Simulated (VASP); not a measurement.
Input of a VASP 6.6.1 run:

Contents of INCAR:

```
PREC     = Accurate       # precision mode
ENCUT    = 520            # plane-wave cutoff, eV
EDIFF    = 1E-7           # SCF threshold, eV
ISMEAR   = 0              # smearing method
SIGMA    = 0.1            # smearing width, eV
LREAL    = Auto         
LASPH    = T              # aspherical terms in the spheres
NELM     = 80             # most SCF steps
ALGO     = Fast           # electronic algorithm
ISIF     = 2              # what is computed and relaxed
LWAVE    = F              # write WAVECAR
LCHARG   = T              # write CHGCAR
GGA      = PE             # functional
LELF     = T              # ELF
LVHAR    = T            
ISYM     = 0            
NBANDS   = 92             # bands
```

File KPOINTS:

```
Automatic mesh
0
Gamma
  2 2 2
  0.5 0.5 0.5
```

The input POSCAR:

```
Ti7Al10V3
1.0
   -6.2915333793      3.7965965273      2.0133196011
    6.2770486306      3.7877289556     -2.0390387037
   -2.0592086042     -3.7692522273     -5.9807398366
Al Ti V
10 7 3
Direct
    0.0475148137      0.3499945624      0.9053225333
    0.5565360804      0.8573610467      0.9023577224
    0.2044920029      0.4101589580      0.6080244147
    0.2426553143      0.7518326818      0.4965132967
    0.2972858350      0.0971011424      0.3983733122
    0.7429320159      0.2569960753      0.5005761741
    0.8583830508      0.9586973646      0.2998709221
    0.4551939666      0.1586638590      0.1006267020
    0.5065922772      0.5022767554      0.0000726999
    0.9409201662      0.6384702980      0.0926020773
    0.0973320239      0.7052076172      0.7988994313
    0.1528832926      0.0522093022      0.7144788945
    0.6490850993      0.5489271041      0.6906593776
    0.7057041876      0.9074599295      0.6088559748
    0.3380537729      0.4332502482      0.2889800887
    0.4011573868      0.7949414312      0.2029369020
    0.8955738582      0.3053482025      0.2031052699
    0.5894717114      0.1881236146      0.7817246897
    1.0016772504     -0.0098731661     -0.0012862958
    0.7940343786      0.6111298162      0.3994629879
```

Potentials or basis: VASP PAW PBE potentials, release 64 (Al, Ti_sv, V_sv).

Launch:

```bash
$ cat potpaw_PBE.64/Al/POTCAR potpaw_PBE.64/Ti_sv/POTCAR potpaw_PBE.64/V_sv/POTCAR > POTCAR
$ mpirun -np 1 vasp_std > vasp.out
```

What does it give for the pressure?

0.0 GPa.

Estimate the largest force.

0.044 eV/Å.

Forces in eV/Å, atoms in the order of the input:
```
Al   0.000 -0.002  0.012
Al   0.002  0.019  0.003
Al  -0.001 -0.003  0.018
Al  -0.012 -0.002  0.000
Al   0.021 -0.010 -0.015
Al  -0.002  0.025  0.007
Al   0.003  0.013 -0.004
Al  -0.001  0.009  0.005
Al  -0.001  0.006  0.014
Al  -0.001  0.005  0.002
Ti   0.012 -0.007 -0.006
Ti   0.026 -0.013  0.003
Ti  -0.015  0.018 -0.011
Ti  -0.004 -0.008  0.024
Ti  -0.009  0.003 -0.025
Ti   0.016  0.012 -0.029
Ti  -0.022 -0.011 -0.019
V   -0.012 -0.009 -0.003
V   -0.002 -0.037  0.025
V    0.001 -0.007  0.000
```

Caveat: the k points lie up to 0.54 Å⁻¹ apart.
